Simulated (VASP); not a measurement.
# Sb (R-3m) in VASP: a series of runs

Runs on Sb. Level: PBE. Tasks: relaxation of shape and atoms at fixed volume, single point.

All numbers are computed with VASP 6.6.1; they aren't measurements. Logs are shortened: lines on timing, memory, paths and dates and some standing lists are left out, and cuts for length are marked.

**1. The cell of the first run**

The structure is trigonal, space group R-3m (No. 166). The conventional cell has a = 4.429 Å, b = 4.429 Å, c = 11.931 Å, α = 90.00°, β = 90.00°, γ = 120.00°. Within 3.9 Å of Sb (site symmetry 3m) lie 6 Sb at 2.98 to 3.53 Å.

**2. Relaxation of shape and atoms at fixed volume, PBE (volume scaled by 1.06)**

Contents of INCAR:

```
PREC     = Accurate       # precision mode
ENCUT    = 600            # plane-wave cutoff, eV
EDIFF    = 1E-6           # SCF threshold, eV
ISMEAR   = 0              # smearing method
SIGMA    = 0.1            # smearing width, eV
LREAL    = F              # projectors in reciprocal space
LASPH    = T              # aspherical terms in the spheres
NELM     = 80             # most SCF steps
ALGO     = Normal         # electronic algorithm
ISIF     = 4              # what is computed and relaxed
LWAVE    = F              # write WAVECAR
LCHARG   = F              # write CHGCAR
GGA      = PE             # functional
IBRION   = 2              # ionic algorithm
NSW      = 50             # ionic steps
EDIFFG   = -0.01          # ionic threshold
```

Contents of KPOINTS:

```
regular mesh
0
Gamma
  18 18 18
```

Contents of POSCAR:

```
Sb
1.0
    2.2146037726      1.2786020843      3.9771523102
   -2.2146037726      1.2786020843      3.9771523102
    0.0000000000     -2.5572041686      3.9771523102
Sb
2
Direct
    0.2310881160      0.2310881160      0.2310881160
    0.7689118840      0.7689118840      0.7689118840
```

Potentials or basis: VASP PAW PBE potentials, release 64 (Sb).

Started as:

```bash
> cat potpaw_PBE.64/Sb/POTCAR > POTCAR
> mpirun -np 1 vasp_std > vasp.out
```

OUTCAR:

```text
PREC = Accurate
   ENCUT = 600
   EDIFF = 1E-6
   ISMEAR = 0
   LREAL = F
   LASPH = T
   NELM = 80
   ISIF = 4
   GGA = PE
   IBRION = 2
   NSW = 50
   EDIFFG = -0.01

 ion  position               nearest neighbor table
   1  0.231  0.231  0.231-   2 2.98   2 2.98   2 2.98   2 3.53   2 3.53   2 3.53
   2  0.769  0.769  0.769-   1 2.98   1 2.98   1 2.98   1 3.53   1 3.53   1 3.53

  LATTYP: Found a trigonal (rhomboedric) cell.
 ALAT       =     4.7283224994
 COS(alpha) =     0.5612593384

  Lattice vectors:

 A1 = (   2.2146037726,   1.2786020843,   3.9771523102)
 A2 = (  -2.2146037726,   1.2786020843,   3.9771523102)
 A3 = (   0.0000000000,  -2.5572041686,   3.9771523102)

Analysis of symmetry for initial positions (statically):
=====================================================================
 Subroutine PRICEL returns:
 Original cell was already a primitive cell.

 Routine SETGRP: Setting up the symmetry group for a
 trigonal (rhombohedral) supercell.

 Subroutine GETGRP returns: Found 12 space group operations
 (whereof 12 operations were pure point group operations)
 out of a pool of 12 trial point group operations.

The static configuration has the point symmetry D_3d.

Analysis of symmetry for dynamics (positions and initial velocities):
=====================================================================
 Subroutine PRICEL returns:
 Original cell was already a primitive cell.

 Routine SETGRP: Setting up the symmetry group for a
 trigonal (rhombohedral) supercell.

 Subroutine GETGRP returns: Found 12 space group operations
 (whereof 12 operations were pure point group operations)
 out of a pool of 12 trial point group operations.

The dynamic configuration has the point symmetry D_3d.

 Subroutine INISYM returns: Found 12 space group operations
 (whereof 12 operations are pure point group operations),
 and found     1 'primitive' translations

----------------------------------------------------------------------------------------

                                     Primitive cell

  volume of cell :      67.5702

  direct lattice vectors                    reciprocal lattice vectors
     2.214603773  1.278602084  3.977152310     0.225774022  0.130350692  0.083812061
    -2.214603773  1.278602084  3.977152310    -0.225774022  0.130350692  0.083812061
     0.000000000 -2.557204169  3.977152310     0.000000000 -0.260701384  0.083812061

  length of vectors
[... 95 lines left out ...]
   EMIN   =  10.00;   EMAX   =-10.00  energy-range for DOS
   EFERMI =   0.00;   METHOD = LEGACY
   ISMEAR =     0;   SIGMA  =   0.10  broadening in eV -4-tet -1-fermi 0-gaus
   EFERMI_NEDOS =   21; number of points for ismear=-14 and -15
   IALGO  =     38    algorithm
   IMIX   =      4    mixing-type and parameters
     AMIX     =   0.40;   BMIX     =  1.00
     AMIX_MAG =   1.60;   BMIX_MAG =  1.00
  volume/ion in A,a.u.               =      33.79       227.99
  Fermi-wavevector in a.u.,A,eV,Ry     =   0.865944  1.636397 10.202454  0.749859
  Thomas-Fermi vector in A             =   1.984261
   LORBIT       =      0    0 simple, 1 ext, 2 COOP (PROOUT), +10 PAW based schemes
   GGA     = PE    functional components
   LHFCALC =     F    Hartree Fock is set to
   AEXX    =    0.0000 exact exchange contribution
   IVDW    =     0    specifies the selected vdW correction
   LEPSILON=     F    determine dielectric tensor
   LRPA    =     F    only Hartree local field effects (RPA)
 conjugate gradient relaxation of ions
 non-spin polarized calculation
 Gauss-broadening in eV      SIGMA  =   0.10
  energy-cutoff  :      600.00
  volume of cell :       67.57
 maximum number of plane-waves:      2278
 NGX is ok and might be reduce to    40
   NGX = 19   NGY = 19   NGZ = 19

--------------------------------------- Ionic step        1  -------------------------------------------

 number of electron      10.0000000 magnetization

 Free energy of the ion-electron system (eV)
  ---------------------------------------------------
  ext. energy  EPLUGINS =         0.00000000
  ---------------------------------------------------
  free energy    TOTEN  =        -8.25024054 eV

  energy without entropy =       -8.24946702  energy(sigma->0) =       -8.24985378

------------------------ aborting loop because EDIFF is reached ----------------------------------------

  FORCE on cell =-STRESS in cart. coord.  units (eV):
  Direction    XX          YY          ZZ          XY          YZ          ZX
  --------------------------------------------------------------------------------------
  -------------------------------------------------------------------------------------
  Total       -0.8533032     -0.8533032     -0.7564249      0.0000000      0.0000000      0.0000000
  in kB      -20.2329415    -20.2329415    -17.9358296      0.0000000      0.0000000      0.0000000
  external PRESSURE =     -19.4672375 kB  Pullay stress =       0.0000000 kB
[... 167 lines left out ...]
--------------------------------------- Ionic step        6  -------------------------------------------

 number of electron      10.0000000 magnetization

 Free energy of the ion-electron system (eV)
  ---------------------------------------------------
  ext. energy  EPLUGINS =         0.00000000
  ---------------------------------------------------
  free energy    TOTEN  =        -8.25270748 eV

  energy without entropy =       -8.25172701  energy(sigma->0) =       -8.25221725

 E-fermi :   6.0084     XC(G=0):  -9.0306

 val. band max:        5.9856565671   @ k =   0.3889   0.2778   0.2778
 cond. band min:       6.0087049387   @ k =   0.5000   0.0556   0.0556
 fundamental gap:      0.0230483716
 Fermi energy:         6.0084361269

 k-point     1 :       0.0000    0.0000    0.0000
  band No.  band energies     occupation
      1      -6.0386      2.00000
      2       0.6337      2.00000
      3       4.0435      2.00000
      4       4.4187      2.00000
      5       4.4187      2.00000
      6       7.6345      0.00000
      7       8.3796      0.00000
      8       8.3796      0.00000
      9      11.4036      0.00000
[... 265 lines left out ...]
 k-point    24 :      -0.2222    0.0556    0.0000
  band No.  band energies     occupation
      1      -5.4284      2.00000
      2      -0.9200      2.00000
      3       3.8430      2.00000
      4       4.2508      2.00000
      5       4.7421      2.00000
      6       6.9103      0.00000
      7       7.2580      0.00000
      8       8.0702      0.00000
      9      10.7002      0.00000

 [... further k-points ...]
[... 5 lines left out ...]
  --------------------------------------------------------------------------------------
  -------------------------------------------------------------------------------------
  Total       -0.6015809     -0.6015809     -0.5965523     -0.0000000      0.0000000      0.0000000
  in kB      -14.2642757    -14.2642757    -14.1450415     -0.0000000      0.0000000      0.0000000
  external PRESSURE =     -14.2245310 kB  Pullay stress =       0.0000000 kB
[... 17 lines left out ...]
  FREE ENERGIE OF THE ION-ELECTRON SYSTEM (eV)
  ---------------------------------------------------
  free  energy   TOTEN  =        -8.2527074799 eV

  energy  without entropy=       -8.2517270137  energy(sigma->0) =       -8.25221725

 reached required accuracy - stopping structural energy minimisation
```

OSZICAR:

```text
N       E                     dE             d eps       ncg     rms          rms(c)
DAV:   1     0.406778606393E+02    0.40678E+02   -0.39026E+03 10440   0.965E+02
DAV:   2    -0.640394570013E+01   -0.47082E+02   -0.46199E+02 14721   0.126E+02
DAV:   3    -0.823336190600E+01   -0.18294E+01   -0.18035E+01 12969   0.304E+01
DAV:   4    -0.825031243937E+01   -0.16951E-01   -0.16945E-01 12231   0.329E+00
[... 33 lines left out ...]
DAV:   1    -0.825280581097E+01   -0.22177E-03   -0.16953E-02 10644   0.742E-01    0.532E-02
DAV:   2    -0.825274107065E+01    0.64740E-04   -0.51363E-04 10744   0.169E-01    0.312E-02
DAV:   3    -0.825270643671E+01    0.34634E-04   -0.17688E-04 12705   0.774E-02    0.656E-03
DAV:   4    -0.825270729330E+01   -0.85659E-06   -0.12622E-05 10698   0.278E-02    0.423E-03
DAV:   5    -0.825270747988E+01   -0.18658E-06   -0.10974E-06  5428   0.791E-03
   6 F= -.82527075E+01 E0= -.82522172E+01  d E =-.399233E-03
```

CONTCAR:

```text
Sb
   1.00000000000000
     2.2027909251088404    1.2717819336119867    4.0199230210995882
    -2.2027909251088404    1.2717819336119867    4.0199230210995882
    -0.0000000000000000   -2.5435638672239733    4.0199230210995882
  Sb
     2
Direct
     0.2297560881872258    0.2297560881872258    0.2297560881872258
     0.7702439118127743    0.7702439118127743    0.7702439118127743

  0.00000000E+00  0.00000000E+00  0.00000000E+00
  0.00000000E+00  0.00000000E+00  0.00000000E+00
```

Wall time 15 min (1 thread of AMD EPYC 9R14 (Zen 4), shared host); peak memory 0.54 GiB.

What came out:

| Quantity | Value |
| --- | --- |
| Free energy | -8.2527 eV |
| Energy gained by relaxing | 1.2 meV/atom |
| Ionic steps | 6 |
| Pressure after relaxing | -1.4 GPa |
| Band gap on the k mesh | zero (band 5 reaches 6.07 eV, above the bottom of band 6 at 5.76 eV) |

Forces in eV/Å, atoms in the order of the input:
```
Sb   0.000  0.000  0.002
Sb   0.000  0.000 -0.002
```

The path:
```csv
step,energy change (eV),largest force (eV/Å),pressure (GPa),volume (Å³)
1,0.0000,0.1176,-1.95,67.57
2,-0.0012,0.0691,-1.80,67.57
3,-0.0020,0.0081,-1.60,67.57
4,-0.0021,0.0172,-1.51,67.57
5,-0.0023,0.0104,-1.48,67.57
6,-0.0025,0.0022,-1.42,67.57
```

Final structure:
```
CELL_PARAMETERS angstrom
2.20279 1.27178 4.01992
-2.20279 1.27178 4.01992
0.00000 -2.54356 4.01992
ATOMIC_POSITIONS crystal
Sb 0.22976 0.22976 0.22976
Sb 0.77024 0.77024 0.77024
```

Caveat: the cell differs from its parent crystal (volume scaled by 1.06); spin-orbit coupling is left out, which moves the levels of the heavy elements.

**3. Single point, PBE**

This run uses another cell than the first one, of 31.87 Å³/atom, 0.943 times its volume.

Contents of INCAR:

```
  PREC = Accurate
  ENCUT = 520
  EDIFF = 1E-7
  ISMEAR = 0
  SIGMA = 0.1
  LREAL = F
  LASPH = T
  NELM = 80
  ALGO = Normal
  ISIF = 2
  LWAVE = F
  LCHARG = T
  GGA = PE
  LELF = T
  LVHAR = T
  NBANDS = 12
```

KPOINTS is that of step 2.

Contents of POSCAR:

```
Sb
1.0
    2.1871933552      1.2627766724      3.8466624061
   -2.1871933552      1.2627766724      3.8466624061
    0.0000000000     -2.5255533448      3.8466624061
Sb
2
Direct
    0.2327421822      0.2327421822      0.2327421822
    0.7672578178      0.7672578178      0.7672578178
```

Potentials or basis: VASP PAW PBE potentials, release 64 (Sb).

Started as:

```bash
> cat potpaw_PBE.64/Sb/POTCAR > POTCAR
> mpirun -np 1 vasp_std > vasp.out
```

OUTCAR:

```text
PREC = Accurate
   ENCUT = 520
   EDIFF = 1E-7
   ISMEAR = 0
   LREAL = F
   LASPH = T
   NELM = 80
   ISIF = 2
   GGA = PE

 ion  position               nearest neighbor table
   1  0.233  0.233  0.233-   2 2.95   2 2.95   2 2.95   2 3.43   2 3.43   2 3.43
   2  0.767  0.767  0.767-   1 2.95   1 2.95   1 2.95   1 3.43   1 3.43   1 3.43

  LATTYP: Found a trigonal (rhomboedric) cell.
 ALAT       =     4.6016552852
 COS(alpha) =     0.5481688308

  Lattice vectors:

 A1 = (   2.1871933552,   1.2627766724,   3.8466624061)
 A2 = (  -2.1871933552,   1.2627766724,   3.8466624061)
 A3 = (   0.0000000000,  -2.5255533448,   3.8466624061)

Analysis of symmetry for initial positions (statically):
=====================================================================
 Subroutine PRICEL returns:
 Original cell was already a primitive cell.

 Routine SETGRP: Setting up the symmetry group for a
 trigonal (rhombohedral) supercell.

 Subroutine GETGRP returns: Found 12 space group operations
 (whereof 12 operations were pure point group operations)
 out of a pool of 12 trial point group operations.

The static configuration has the point symmetry D_3d.

Analysis of symmetry for dynamics (positions and initial velocities):
=====================================================================
 Subroutine PRICEL returns:
 Original cell was already a primitive cell.

 Routine SETGRP: Setting up the symmetry group for a
 trigonal (rhombohedral) supercell.

 Subroutine GETGRP returns: Found 12 space group operations
 (whereof 12 operations were pure point group operations)
 out of a pool of 12 trial point group operations.

The dynamic configuration has the point symmetry D_3d.

 Subroutine INISYM returns: Found 12 space group operations
 (whereof 12 operations are pure point group operations),
 and found     1 'primitive' translations

[... 116 lines left out ...]
  Fermi-wavevector in a.u.,A,eV,Ry     =   0.882928  1.668491 10.606576  0.779561
  Thomas-Fermi vector in A             =   2.003625
   LORBIT       =      0    0 simple, 1 ext, 2 COOP (PROOUT), +10 PAW based schemes
   GGA     = PE    functional components
   LHFCALC =     F    Hartree Fock is set to
   AEXX    =    0.0000 exact exchange contribution
   IVDW    =     0    specifies the selected vdW correction
   LEPSILON=     F    determine dielectric tensor
   LRPA    =     F    only Hartree local field effects (RPA)
 non-spin polarized calculation
 Gauss-broadening in eV      SIGMA  =   0.10
  energy-cutoff  :      520.00
  volume of cell :       63.75
 maximum number of plane-waves:      1738
 NGX is ok and might be reduce to    36
   NGX = 17   NGY = 17   NGZ = 17

 number of electron      10.0000000 magnetization

 Free energy of the ion-electron system (eV)
  ---------------------------------------------------
  ext. energy  EPLUGINS =         0.00000000
  ---------------------------------------------------
  free energy    TOTEN  =        -8.27222206 eV

  energy without entropy =       -8.27155971  energy(sigma->0) =       -8.27189089

 E-fermi :   6.6177     XC(G=0):  -9.2955

 val. band max:        6.6168874181   @ k =   0.3889   0.1667   0.1667
 cond. band min:       6.6323351206   @ k =  -0.4444   0.5000   0.4444
 fundamental gap:      0.0154477024
 Fermi energy:         6.6177039999

 k-point     1 :       0.0000    0.0000    0.0000
  band No.  band energies     occupation
      1      -5.7041      2.00000
      2       1.5638      2.00000
      3       4.6740      2.00000
      4       4.9380      2.00000
      5       4.9380      2.00000
      6       8.5865      0.00000
      7       9.2110      0.00000
      8       9.2110      0.00000
      9      11.8109      0.00000
     10      11.8109      0.00000
     11      11.9407      0.00000
     12      13.3424      0.00000
[... 331 lines left out ...]
 k-point    24 :      -0.2222    0.0556   -0.0000
  band No.  band energies     occupation
      1      -5.0670      2.00000
      2      -0.2715      2.00000
      3       4.3939      2.00000
      4       5.0164      2.00000
      5       5.5098      2.00000
      6       7.6083      0.00000
      7       7.7618      0.00000
      8       8.7960      0.00000
      9      11.3191      0.00000
     10      12.0466      0.00000
     11      13.0261      0.00000
     12      15.3972      0.00000

 [... further k-points ...]
[... 5 lines left out ...]
  --------------------------------------------------------------------------------------
  -------------------------------------------------------------------------------------
  Total        0.0251625      0.0251625      0.0071793      0.0000000      0.0000000      0.0000000
  in kB        0.6324346      0.6324346      0.1804444      0.0000000      0.0000000      0.0000000
  external PRESSURE =       0.4817712 kB  Pullay stress =       0.0000000 kB

 VOLUME and BASIS-vectors are now :
 -----------------------------------------------------------------------------
  energy-cutoff  :      520.00
  volume of cell :       63.75
      direct lattice vectors                 reciprocal lattice vectors
     2.187193355  1.262776672  3.846662406     0.228603474  0.131984277  0.086655209
    -2.187193355  1.262776672  3.846662406    -0.228603474  0.131984277  0.086655209
     0.000000000 -2.525553345  3.846662406     0.000000000 -0.263968555  0.086655209

 POSITION                                       TOTAL-FORCE (eV/Angst)
 -----------------------------------------------------------------------------------
      0.00000      0.00000      2.68584         0.000000      0.000000      0.036667
      0.00000      0.00000      8.85415         0.000000      0.000000     -0.036667
 -----------------------------------------------------------------------------------
    total drift:                                0.000000      0.000000      0.000000

  FREE ENERGIE OF THE ION-ELECTRON SYSTEM (eV)
  ---------------------------------------------------
  free  energy   TOTEN  =        -8.2722220632 eV

  energy  without entropy=       -8.2715597090  energy(sigma->0) =       -8.27189089
```

Run time: 2.2 min. Hardware: 1 thread of Intel Xeon 6975P-C (Granite Rapids), shared host; peak memory 0.5 GiB.

What came out:

- Free energy: -8.2722 eV
- Pressure: 0.0 GPa
- Largest force: 0.037 eV/Å
- Band gap on the k mesh: zero (band 5 reaches 6.65 eV, above the bottom of band 6 at 6.40 eV)

Forces in eV/Å, atoms in the order of the input:
```
Sb   0.000  0.000  0.037
Sb   0.000  0.000 -0.037
```

Caveat: spin-orbit coupling is left out, which moves the levels of the heavy elements.

**4. Single point, PBE**

This run uses another cell than the first one, of 31.84 Å³/atom, 0.942 times its volume.

Contents of INCAR:

```
SYSTEM = Sb
  PREC = Accurate
  ENCUT = 520
  EDIFF = 1E-7
  ISMEAR = -1
  SIGMA = 0.15
  LREAL = .FALSE.
  LASPH = .TRUE.
  NELM = 60
  ALGO = Normal
  ISIF = 2
  LWAVE = .FALSE.
  LCHARG = .TRUE.
  GGA = PE
  LELF = .TRUE.
  LVHAR = .TRUE.
  NBANDS = 12
```

Contents of KPOINTS:

```
regular mesh
0
G
  18 18 18
  0 0 0
```

Contents of POSCAR:

```
Sb
1.0
    2.1853677297      1.2617226470      3.8489645862
   -2.1853677297      1.2617226470      3.8489645862
    0.0000000000     -2.5234452940      3.8489645862
Sb
2
Direct
    0.2329673228      0.2329673228      0.2329673228
    0.7670326772      0.7670326772      0.7670326772
```

Started as:

```bash
> cat potpaw_PBE.64/Sb/POTCAR > POTCAR
> mpirun -np 1 vasp_std > vasp.out
```

It took 2.4 min on 1 thread of Intel Xeon 6975P-C (Granite Rapids), shared host; peak memory 0.49 GiB.

Results (log left out):

* Free energy: -8.2845 eV
* Pressure: 0.0 GPa
* Largest force: 0.035 eV/Å
* Band gap on the k mesh: zero (band 5 reaches 6.67 eV, above the bottom of band 6 at 6.42 eV)

Forces in eV/Å, atoms in the order of the input:
```
Sb   0.000  0.000  0.035
Sb   0.000  0.000 -0.035
```

Levels at points of the mesh, in eV from the Fermi level:
```
           k point  band 1  band 2  band 3  band 4  band 5  band 6  band 7  band 8  band 9  band 10
(0.00, 0.00, 0.00)  -12.29   -5.02   -1.93   -1.64   -1.64    2.03    2.63    2.63    5.23     5.23
(0.50, 0.00, 0.00)  -10.08   -9.34   -1.82   -1.74   -0.22   -0.18    0.25    0.66    7.47     8.01
(0.50, 0.50, 0.00)  -10.11   -7.91   -5.07   -3.48   -3.37    1.71    4.70    5.36    6.51     8.61
(0.50, 0.50, 0.50)  -10.92   -8.68   -1.19   -1.19   -0.48    0.30    0.30    1.14    6.87     8.56
```

Caveat: spin-orbit coupling is left out, which moves the levels of the heavy elements.

**5. Summary**

```tsv
task	cell	cutoff (eV)	smearing	gap on the mesh (eV)	pressure (GPa)	largest force (eV/Å)
relaxation of shape and atoms at fixed volume	relaxed from a = 4.728 Å, angles 55.9°, 2 atoms	600	gaussian 0.1 eV	none	-1.4	-
single point	a = 4.602 Å, angles 56.8°, 2 atoms	520	gaussian 0.1 eV	none	0.0	0.04
single point	a = 4.602 Å, angles 56.7°, 2 atoms	520	fermi-dirac 0.15 eV	none	0.0	0.04
```

Alike in all rows: level PBE; potentials or basis VASP PAW PBE potentials, release 64 (Sb); no spin polarisation; k mesh 18 × 18 × 18.

Caveats: spin-orbit coupling is left out, which moves the levels of the heavy elements.

Absolute energies hang on the potentials; compare differences alone.
